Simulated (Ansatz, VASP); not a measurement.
# One calculation of ZnS, two programs

The input INCAR:

```
SYSTEM = ZnS
ALGO = Normal
EDIFF = 1E-7
ENCUT = 520
GGA = PE
ISIF = 2
ISMEAR = 0
LASPH = .TRUE.
LCHARG = .TRUE.
LELF = .TRUE.
LREAL = .FALSE.
LVHAR = .TRUE.
LWAVE = .FALSE.
NBANDS = 16
NELM = 100
PREC = Accurate
SIGMA = 0.05
```

The input KPOINTS:

```
k-points
0
G
  10 10 10
  0 0 0
```

POSCAR

```
ZnS
1.0
    0.0000000000      2.7046500000      2.7046500000
    2.7046500000      0.0000000000      2.7046500000
    2.7046500000      2.7046500000      0.0000000000
Zn S
1 1
Direct
    0.0000000000      0.0000000000      0.0000000000
    0.7467319857      0.7500000000      0.7500000000
```

Input for Ansatz:

```yaml
crystal:
  lattice:
    - [0.0, 2.70465, 2.70465]
    - [2.70465, 0.0, 2.70465]
    - [2.70465, 2.70465, 0.0]
  atoms:
    - { symbol: Zn, position: [0.0, 0.0, 0.0] }
    - { symbol: S, position: [0.7467319857, 0.75, 0.75] }
basis:
  ecutwfc: 420
kpoints:
  mp_grid: { grid: [10, 10, 10] }
hamiltonian:
  xc: pbe
scf:
  occupations: { method: gaussian, width: 0.05 }
output:
  forces: true
  stress: true
  eigenvalues: true
```

Change from the starting cell: all S atoms moved +0.013 Å, as atom 2 towards its neighbour atom 2 (S) at 3.825 Å.

Alike in both runs: task single point; functional PBE; k mesh 10 × 10 × 10; occupations gaussian, width 0.05 eV; no spin polarisation.

```csv
,VASP,Ansatz
version,VASP 6.6.1,Ansatz 0.2.0
potentials or method,"VASP PAW PBE potentials, release 64 (Zn, S), cutoff 520 eV","scalar-relativistic, plane waves, PAW"
valence electrons in the cell,18,18
```

|  | VASP | Ansatz | Ansatz less VASP |
| --- | --- | --- | --- |
| gap on the k mesh at the Fermi level (eV) | 2.09 | 2.09 | -0.005 |
| least direct gap on the mesh (eV) | 2.09 | 2.09 | -0.005 |
| pressure (GPa) | 1.5 | 1.4 | -0.16 |
| traceless stress, the component that is largest in VASP (GPa) | -0.20 | -0.20 | +0.003 |
| rms of the force components (eV/Å) | 0.042 | 0.041 | -0.0003 |

Atom by atom the forces differ by 0.000 eV/Å (rms over components). With one functional, cell and mesh, what is left measures potentials, basis and numerics.
